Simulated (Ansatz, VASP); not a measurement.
TiHg in VASP and in Ansatz

Contents of INCAR:

```
SYSTEM = TiHg
PREC = Accurate
ENCUT = 520
EDIFF = 1E-8
ISMEAR = -1
SIGMA = 0.08
LREAL = .False.
LASPH = .True.
NELM = 100
ALGO = Normal
ISIF = 2
LWAVE = .False.
LCHARG = .False.
GGA = CA
LEFG = .True.
NBANDS = 19
```

The input KPOINTS:

```
Automatic mesh
0
Gamma
  14 14 10
  0 0 0
```

POSCAR

```
TiHg
1.0
    3.0485966461      0.0000000000      0.0000000000
    0.0000000000      3.0485966461      0.0000000000
    0.0000000000      0.0000000000      4.0941771508
Ti Hg
1 1
Direct
    0.5000000000      0.5000000000      0.5000000000
    0.0000000000      0.0000000000      0.0000000000
```

Input for Ansatz:

```yaml
crystal:
  lattice:
    - [3.0485966461, 0.0, 0.0]
    - [0.0, 3.0485966461, 0.0]
    - [0.0, 0.0, 4.0941771508]
  atoms:
    - { symbol: Ti, position: [0.5, 0.5, 0.5] }
    - { symbol: Hg, position: [0.0, 0.0, 0.0] }
kpoints:
  mp_grid: { grid: [14, 14, 10] }
scf:
  occupations: { method: fermi_dirac, width: 0.08 }
hamiltonian:
  xc: lda
  pseudopotentials: { kind: all_electron, datasets: crystal }
output:
  forces: true
  stress: true
  eigenvalues: true
  efg: { contact_densities: true }
```

Change from the starting cell: volume scaled by 1.04, crystal datasets.

Alike in both runs: task electric field gradients; functional LDA; k mesh 14 × 14 × 10; occupations fermi-dirac, width 0.08 eV; no spin polarisation.

```csv
,VASP,Ansatz
version,VASP 6.6.1,Ansatz 0.2.0
potentials or method,"VASP PAW LDA potentials, release 64 (Ti_sv, Hg), cutoff 520 eV","all-electron PAW with datasets made for the crystal, scalar-relativistic"
```

```csv
,VASP,Ansatz,Ansatz less VASP
pressure (GPa),-9.5,-10.3,-0.74
"traceless stress, the component that is largest in VASP (GPa)",0.24,0.26,+0.021
size of Vzz on the site where it differs most (V/Å²),198.3,191.5,-6.81
```

LDA's correlation is that of Perdew and Zunger in VASP and of Perdew and Wang (1992) in Ansatz. Ansatz ran all-electron here, and VASP with PAW potentials.

Neither program's run includes spin-orbit coupling.
